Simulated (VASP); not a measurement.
In4Sb3As: single point with PBE

Crystal: In4Sb3As.

```
As Sb In
1.0
     4.54987    0.00000    0.00000
    -2.27493    3.94030    0.00000
     0.00000    0.00000   14.96780
As Sb In
1 3 4
Direct
  0.66667 0.33333 0.00065
  0.66667 0.33333 0.49937
  0.33333 0.66667 0.75571
  0.33333 0.66667 0.24294
  0.66667 0.33333 0.82301
  0.66667 0.33333 0.30969
  0.33333 0.66667 0.56632
  0.33333 0.66667 0.05231
```

```
Program                : VASP 6.6.1
Task                   : single point
Functional             : PBE
Potentials or basis    : VASP PAW PBE potentials, release 64 (As, Sb, In_d)
Cutoff                 : 520 eV
k mesh                 : 6 × 6 × 2
Occupations            : fermi-dirac, width 0.02 eV
Spin                   : no spin polarisation
Dipole correction      : no
Further INCAR settings : ALGO = Normal; EDIFF = 1e-06; NBANDS = 46
```

```json
{
  "Pressure": "1.5 GPa",
  "Largest force": "0.087 eV/Å",
  "Band gap on the k mesh": "zero (bands 36 and 37 overlap by 0.08 eV)"
}
```

Forces on the atoms (eV/Å):
```
As   0.000  0.000  0.087
Sb   0.000  0.000 -0.024
Sb   0.000  0.000 -0.036
Sb   0.000  0.000 -0.009
In   0.000  0.000 -0.002
In   0.000  0.000  0.015
In   0.000  0.000  0.033
In   0.000  0.000 -0.063
```

Levels at points of the mesh, in eV from the Fermi level:
```
           k point  band 33  band 34  band 35  band 36  band 37  band 38  band 39  band 40
(0.00, 0.00, 0.00)    -0.44    -0.44    -0.24     0.04     0.04     0.37     0.88     1.15
(0.50, 0.00, 0.00)    -1.81    -1.78    -1.60    -1.01     0.86     1.05     1.18     1.63
(0.00, 0.00, 0.50)    -0.25    -0.25    -0.06    -0.06    -0.04     0.74     1.02     1.21
(0.50, 0.00, 0.50)    -1.66    -1.55    -1.31    -1.17     0.81     1.01     1.24     1.35
```

Run time: 7 min on 1 thread of AMD EPYC 7R13, on a shared host, peak memory 0.44 GiB.

Caveat: semilocal functionals underestimate gaps, and a narrow one can read as zero; spin-orbit coupling is left out, which moves the levels of the heavy elements.
